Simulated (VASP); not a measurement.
Set up this calculation in VASP 6.6.1, as the native input.

```
Task                   : single point
Functional             : LDA
Potentials or basis    : VASP PAW LDA potentials, release 64 (Ta_pv)
Cutoff                 : 520 eV
k mesh                 : 11 × 11 × 6
Occupations            : fermi-dirac, width 0.1 eV
Spin                   : no spin polarisation
Dipole correction      : no
Further INCAR settings : ALGO = Normal; EDIFF = 1e-07; NBANDS = 18
```

The structure of Ta lies in POSCAR:

```
Ta
1.0
    2.9003720000      0.0000000000      0.0000000000
   -1.4501860000      2.5117958324      0.0000000000
    0.0000000000      0.0000000000      5.1662740000
Ta
2
Direct
    0.6666670000      0.3333330000      0.7500000000
    0.3333330000      0.6666670000      0.2500000000
```

One way to write it, as run:

INCAR

```
  ALGO = Normal
  EDIFF = 1E-7
  ENCUT = 520
  GGA = CA
  ISIF = 2
  ISMEAR = -1
  LASPH = True
  LCHARG = True
  LELF = True
  LREAL = False
  LVHAR = True
  LWAVE = False
  NBANDS = 18
  NELM = 60
  PREC = Accurate
  SIGMA = 0.1
```

KPOINTS

```
k-points
0
Gamma
  11 11 6
```

Potentials or basis: VASP PAW LDA potentials, release 64 (Ta_pv).

The run is started by

```console
$ cat potpaw_LDA.64/Ta_pv/POTCAR > POTCAR
$ mpirun -np 1 vasp_std > vasp.out
```

It gave:

| Item | Value |
| --- | --- |
| Pressure | -11.0 GPa |
| Band gap on the k mesh | zero (band 11 reaches 6.93 eV, above the bottom of band 12 at 4.70 eV) |

Caveat: spin-orbit coupling is left out, which moves the levels of the heavy elements.

Run time: 23 s on 1 thread of Intel Xeon 6975P-C, on a shared host, peak memory 0.16 GiB.
